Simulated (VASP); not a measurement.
## KMgPd3: single point with PBE

KMgPd3:

```
K Mg Pd
1.0
     4.98250    0.00000    0.00000
     0.00000    4.98250    0.00000
     0.00000    0.00000    4.98250
K Mg Pd
1 1 3
Direct
  0.50000 0.50000 0.50000
  0.00000 0.00000 0.00000
  0.50000 0.50000 0.00000
  0.50000 0.00000 0.50000
  0.00000 0.50000 0.50000
```

The cell was built from a structure type or drawn by symmetry, and may not be a known phase.

* Program: VASP 6.6.1
* Task: single point
* Functional: PBE
* Potentials or basis: VASP PAW PBE potentials, release 64 (K_sv, Mg, Pd)
* Cutoff: 600 eV
* k mesh: 4 × 4 × 4
* Occupations: gaussian, width 0.1 eV
* Spin: collinear spin
* Starting moments: [0.0, 0.0, 1.0, 1.0, 1.0] μB

```
Pressure                                              : 0.4 GPa
Net moment                                            : 0.00 μB per cell
Valence electrons inside the program's atomic spheres : K 7.87; Mg 0.23; Pd 9.22
```

Levels at points of the mesh, in eV from the Fermi level:
Spin up:
| k point | band 17 | band 18 | band 19 | band 20 | band 21 | band 22 | band 23 | band 24 |
| --- | --- | --- | --- | --- | --- | --- | --- | --- |
| (0.00, 0.00, 0.00) | -0.92 | -0.92 | -0.92 | -0.77 | 2.02 | 2.02 | 2.02 | 2.50 |
| (0.50, 0.00, 0.00) | -1.38 | -1.32 | -1.12 | -0.92 | -0.58 | 2.81 | 3.68 | 3.68 |
| (0.50, 0.50, 0.00) | -1.14 | -0.96 | -0.96 | -0.43 | -0.26 | 0.48 | 0.48 | 4.44 |
| (0.50, 0.50, 0.50) | -0.90 | -0.90 | -0.90 | 0.02 | 0.02 | 0.02 | 1.55 | 2.21 |
Spin down:
```tsv
k point	band 17	band 18	band 19	band 20	band 21	band 22	band 23	band 24
(0.00, 0.00, 0.00)	-0.92	-0.92	-0.92	-0.77	2.02	2.02	2.02	2.50
(0.50, 0.00, 0.00)	-1.38	-1.32	-1.12	-0.92	-0.58	2.81	3.68	3.68
(0.50, 0.50, 0.00)	-1.14	-0.96	-0.96	-0.43	-0.27	0.48	0.48	4.44
(0.50, 0.50, 0.50)	-0.90	-0.90	-0.90	0.02	0.02	0.02	1.55	2.21
```

It took 120 s on 1 thread of Intel Xeon 8259CL, with other jobs on the host, peak memory 0.33 GiB.
